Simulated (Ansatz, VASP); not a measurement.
**One calculation of ZnS, two programs**

Contents of INCAR:

```
ALGO     = Normal         # electronic algorithm
EDIFF    = 1E-6           # SCF threshold, eV
ENCUT    = 500            # plane-wave cutoff, eV
GGA      = PE             # functional
GGA_COMPAT= F            
ISIF     = 2              # what is computed and relaxed
ISMEAR   = 0              # smearing method
LASPH    = T              # aspherical terms in the spheres
LCHARG   = T              # write CHGCAR
LELF     = T              # ELF
LREAL    = F              # projectors in reciprocal space
LVHAR    = T            
LWAVE    = F              # write WAVECAR
NBANDS   = 16             # bands
NELM     = 120            # most SCF steps
PREC     = Accurate       # precision mode
SIGMA    = 0.1            # smearing width, eV
```

File KPOINTS:

```
k-points
0
Gamma
  6 6 6
```

File POSCAR:

```
ZnS
1.0
    0.0000000000      2.7234621712      2.7234621712
    2.7234621712      0.0000000000      2.7234621712
    2.7234621712      2.7234621712      0.0000000000
Zn S
1 1
Direct
    0.0000000000      0.0000000000      0.0000000000
    0.2500000000      0.2500000000      0.2500000000
```

Input for Ansatz:

```yaml
crystal:
  lattice:
    - [0.0, 2.7234621712, 2.7234621712]
    - [2.7234621712, 0.0, 2.7234621712]
    - [2.7234621712, 2.7234621712, 0.0]
  atoms:
    - { symbol: Zn, position: [0.0, 0.0, 0.0] }
    - { symbol: S, position: [0.25, 0.25, 0.25] }
basis:
  ecutwfc: 420
kpoints:
  mp_grid: { grid: [6, 6, 6] }
hamiltonian:
  xc: pbe
scf:
  occupations: { method: gaussian, width: 0.1 }
output:
  forces: true
  stress: true
  eigenvalues: true
```

Alike in both runs: task single point; functional PBE; k mesh 6 × 6 × 6; occupations gaussian, width 0.1 eV; no spin polarisation.

|  | VASP | Ansatz |
| --- | --- | --- |
| version | VASP 6.6.1 | Ansatz 0.2.0 |
| potentials or method | VASP PAW PBE potentials, release 64 (Zn, S), cutoff 500 eV | scalar-relativistic, plane waves, PAW |
| valence electrons in the cell | 18 | 18 |

|  | VASP | Ansatz | Ansatz less VASP |
| --- | --- | --- | --- |
| gap on the k mesh at the Fermi level (eV) | 2.01 | 2.01 | -0.003 |
| least direct gap on the mesh (eV) | 2.01 | 2.01 | -0.003 |
| pressure (GPa) | 0.0 | -0.1 | -0.14 |

The functional is the same, so the differences come from potentials, cutoffs and numerics.
